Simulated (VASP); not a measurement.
# AlP (F-43m) in VASP: notebook, part 2 of 2

VASP 6.6.1. The steps go on from the part before.

### 3 Relaxation of cell and atoms, PBE

This run uses another cell than the first one, of 20.49 Å³/atom, 0.981 times its volume.

Contents of INCAR:

```
SYSTEM = AlP
PREC     = Accurate       ! precision mode
ENCUT    = 500            ! plane-wave cutoff, eV
EDIFF    = 1E-7           ! SCF threshold, eV
ISMEAR   = 0              ! smearing method
SIGMA    = 0.02           ! smearing width, eV
LREAL    = .False.        ! projectors in reciprocal space
LASPH    = .True.         ! aspherical terms in the spheres
NELM     = 120            ! most SCF steps
ALGO     = Normal         ! electronic algorithm
ISIF     = 3              ! what is computed and relaxed
LWAVE    = .False.        ! write WAVECAR
LCHARG   = .False.        ! write CHGCAR
GGA      = PE             ! functional
IBRION   = 2              ! ionic algorithm
NSW      = 100            ! ionic steps
EDIFFG   = -0.005         ! ionic threshold
GGA_COMPAT= .False.      
NELMIN   = 4
```

Contents of KPOINTS:

```
Automatic mesh
0
Gamma
  8 8 8
  0 0 0
```

Contents of POSCAR:

```
AlP
1.0
    0.0000000000      2.7364837130      2.7364837130
    2.7364837130      0.0000000000      2.7364837130
    2.7364837130      2.7364837130      0.0000000000
Al P
1 1
Direct
    0.0000000000      0.0000000000      0.0000000000
    0.7500000000      0.7500000000      0.7500000000
```

Potentials or basis: VASP PAW PBE potentials, release 64 (Al, P).

Started as:

```
cat potpaw_PBE.64/Al/POTCAR potpaw_PBE.64/P/POTCAR > POTCAR
mpirun -np 1 vasp_std > vasp.out
```

OUTCAR:

```text
SYSTEM = AlP
   PREC = Accurate
   ENCUT = 500
   EDIFF = 1E-7
   ISMEAR = 0
   LREAL = .False.
   LASPH = .True.
   NELM = 120
   ISIF = 3
   GGA = PE
   IBRION = 2
   NSW = 100
   EDIFFG = -0.005
   NELMIN = 4

 ion  position               nearest neighbor table
   1  0.000  0.000  0.000-   2 2.37   2 2.37   2 2.37   2 2.37
   2  0.750  0.750  0.750-   1 2.37   1 2.37   1 2.37   1 2.37

  LATTYP: Found a face centered cubic cell.
 ALAT       =     5.4729674260

  Lattice vectors:

 A1 = (   0.0000000000,   2.7364837130,   2.7364837130)
 A2 = (   2.7364837130,   0.0000000000,   2.7364837130)
 A3 = (   2.7364837130,   2.7364837130,   0.0000000000)

Analysis of symmetry for initial positions (statically):
=====================================================================
 Subroutine PRICEL returns:
 Original cell was already a primitive cell.

 Routine SETGRP: Setting up the symmetry group for a
 face centered cubic supercell.

 Subroutine GETGRP returns: Found 24 space group operations
 (whereof 24 operations were pure point group operations)
 out of a pool of 48 trial point group operations.

The static configuration has the point symmetry T_d .

Analysis of symmetry for dynamics (positions and initial velocities):
=====================================================================
 Subroutine PRICEL returns:
 Original cell was already a primitive cell.

 Routine SETGRP: Setting up the symmetry group for a
 face centered cubic supercell.

 Subroutine GETGRP returns: Found 24 space group operations
 (whereof 24 operations were pure point group operations)
 out of a pool of 48 trial point group operations.

The dynamic configuration has the point symmetry T_d .

 Subroutine INISYM returns: Found 24 space group operations
 (whereof 24 operations are pure point group operations),
 and found     1 'primitive' translations
[... 120 lines left out ...]
   GGA     = PE    functional components
   LHFCALC =     F    Hartree Fock is set to
   AEXX    =    0.0000 exact exchange contribution
   IVDW    =     0    specifies the selected vdW correction
   LEPSILON=     F    determine dielectric tensor
   LRPA    =     F    only Hartree local field effects (RPA)
 conjugate gradient relaxation of ions
 non-spin polarized calculation
 Gauss-broadening in eV      SIGMA  =   0.02
  energy-cutoff  :      500.00
  volume of cell :       40.98
 maximum number of plane-waves:      1056
   NGX = 15   NGY = 15   NGZ = 15

--------------------------------------- Ionic step        1  -------------------------------------------

 number of electron       8.0000001 magnetization

 Free energy of the ion-electron system (eV)
  ---------------------------------------------------
  ext. energy  EPLUGINS =         0.00000000
  ---------------------------------------------------
  free energy    TOTEN  =       -10.37321323 eV

  energy without entropy =      -10.37321323  energy(sigma->0) =      -10.37321323

------------------------ aborting loop because EDIFF is reached ----------------------------------------

  FORCE on cell =-STRESS in cart. coord.  units (eV):
  Direction    XX          YY          ZZ          XY          YZ          ZX
  --------------------------------------------------------------------------------------
  -------------------------------------------------------------------------------------
  Total        0.3925276      0.3925276      0.3925276      0.0000000      0.0000000     -0.0000000
  in kB       15.3451860     15.3451860     15.3451860      0.0000000      0.0000000     -0.0000000
  external PRESSURE =      15.3451860 kB  Pullay stress =       0.0000000 kB
[... 59 lines left out ...]
--------------------------------------- Ionic step        3  -------------------------------------------

 number of electron       8.0000001 magnetization

 Free energy of the ion-electron system (eV)
  ---------------------------------------------------
  ext. energy  EPLUGINS =         0.00000000
  ---------------------------------------------------
  free energy    TOTEN  =       -10.37668052 eV

  energy without entropy =      -10.37668052  energy(sigma->0) =      -10.37668052

 E-fermi :   4.4378     XC(G=0):  -9.1122

 val. band max:        4.3548699933   @ k =   0.0000   0.0000   0.0000
 cond. band min:       5.9826828708   @ k =   0.5000   0.5000   0.0000
 fundamental gap:      1.6278128776
 Fermi energy:         4.4378264791

 k-point     1 :       0.0000    0.0000    0.0000
  band No.  band energies     occupation
      1      -7.0093      2.00000
      2       4.3549      2.00000
      3       4.3549      2.00000
      4       4.3549      2.00000
      5       7.4484      0.00000
      6       8.8813      0.00000
      7       8.8813      0.00000
      8       8.8813      0.00000
[... 243 lines left out ...]
 k-point    24 :      -0.3750    0.2500    0.1250
  band No.  band energies     occupation
      1      -5.0894      2.00000
      2      -0.7222      2.00000
      3       1.8178      2.00000
      4       2.9103      2.00000
      5       8.2754      0.00000
      6       8.8529      0.00000
      7      11.1634      0.00000
      8      11.9785      0.00000

 [... further k-points ...]
[... 5 lines left out ...]
  --------------------------------------------------------------------------------------
  -------------------------------------------------------------------------------------
  Total        0.0011450      0.0011450      0.0011450      0.0000000      0.0000000      0.0000000
  in kB        0.0439731      0.0439731      0.0439731      0.0000000      0.0000000      0.0000000
  external PRESSURE =       0.0439731 kB  Pullay stress =       0.0000000 kB
[... 17 lines left out ...]
  FREE ENERGIE OF THE ION-ELECTRON SYSTEM (eV)
  ---------------------------------------------------
  free  energy   TOTEN  =       -10.3766805212 eV

  energy  without entropy=      -10.3766805212  energy(sigma->0) =      -10.37668052

 reached required accuracy - stopping structural energy minimisation
```

OSZICAR:

```text
N       E                     dE             d eps       ncg     rms          rms(c)
DAV:   1     0.126507856147E+02    0.12651E+02   -0.30538E+03   464   0.727E+02
DAV:   2    -0.101644697566E+02   -0.22815E+02   -0.21803E+02   656   0.909E+01
DAV:   3    -0.107182886292E+02   -0.55382E+00   -0.55382E+00   584   0.189E+01
[... 27 lines left out ...]
DAV:   4    -0.103766829794E+02    0.11561E-04   -0.20710E-05   568   0.329E-02    0.262E-02
DAV:   5    -0.103766798395E+02    0.31399E-05   -0.72321E-06   536   0.163E-02    0.108E-02
DAV:   6    -0.103766803778E+02   -0.53823E-06   -0.32619E-07   576   0.440E-03    0.397E-03
DAV:   7    -0.103766805644E+02   -0.18663E-06   -0.67184E-08   432   0.163E-03    0.139E-03
DAV:   8    -0.103766805212E+02    0.43216E-07   -0.18778E-09   232   0.341E-04
   3 F= -.10376681E+02 E0= -.10376681E+02  d E =-.346729E-02
```

CONTCAR:

```text
AlP
   1.00000000000000
     0.0000000000000000    2.7527742353806941    2.7527742353806941
     2.7527742353806941    0.0000000000000000    2.7527742353806941
     2.7527742353806941    2.7527742353806941   -0.0000000000000000
  Al              P
     1     1
Direct
     0.0000000000000000    0.0000000000000000    0.0000000000000000
     0.7500000000000000    0.7500000000000000    0.7500000000000000

  0.00000000E+00  0.00000000E+00  0.00000000E+00
  0.00000000E+00  0.00000000E+00  0.00000000E+00
```

It took 11 s on 1 thread of Intel Xeon 6975P-C (Granite Rapids), shared host; peak memory 0.15 GiB.

Results:

```yaml
Free_energy: -10.3767 eV
Relaxed_volume: 20.86 Å³/atom
Relaxed_cell: a = 3.893 Å, b = 3.893 Å, c = 3.893 Å, α = 60.00°, β = 60.00°, γ = 60.00°
Space_group_after_relaxing_to_0.05_Å: F-43m (No. 216)
Energy_gained_by_relaxing: 1.7 meV/atom
Ionic_steps: 3
Pressure_after_relaxing: 0.0 GPa
Band_gap_on_the_k_mesh: 1.63 eV, indirect (least direct gap 3.09 eV)
```

The path:
```
step  energy change (eV)  largest force (eV/Å)  pressure (GPa)  volume (Å³)
   1              0.0000                0.0000            1.53        40.98
   2             -0.0023                0.0000           -0.84        42.16
   3             -0.0035                0.0000            0.00        41.72
```

Final structure:
```yaml
crystal:
  lattice:
    - [0.00000, 2.75277, 2.75277]
    - [2.75277, 0.00000, 2.75277]
    - [2.75277, 2.75277, 0.00000]
  atoms:
    - { symbol: Al, position: [0.00000, 0.00000, 0.00000] }
    - { symbol: P, position: [0.75000, 0.75000, 0.75000] }
```

Levels at points of the mesh, in eV from the valence-band top:
```
           k point  band 1  band 2  band 3  band 4  band 5  band 6  band 7  band 8
(0.00, 0.00, 0.00)  -11.36    0.00    0.00    0.00    3.09    4.53    4.53    4.53
(0.50, 0.00, 0.00)   -9.75   -5.42   -0.75   -0.75    2.72    4.81    4.81    8.21
(0.50, 0.50, 0.00)   -9.11   -5.22   -2.05   -2.05    1.63    2.47   10.86   10.86
```

A k mesh can miss the band edges.
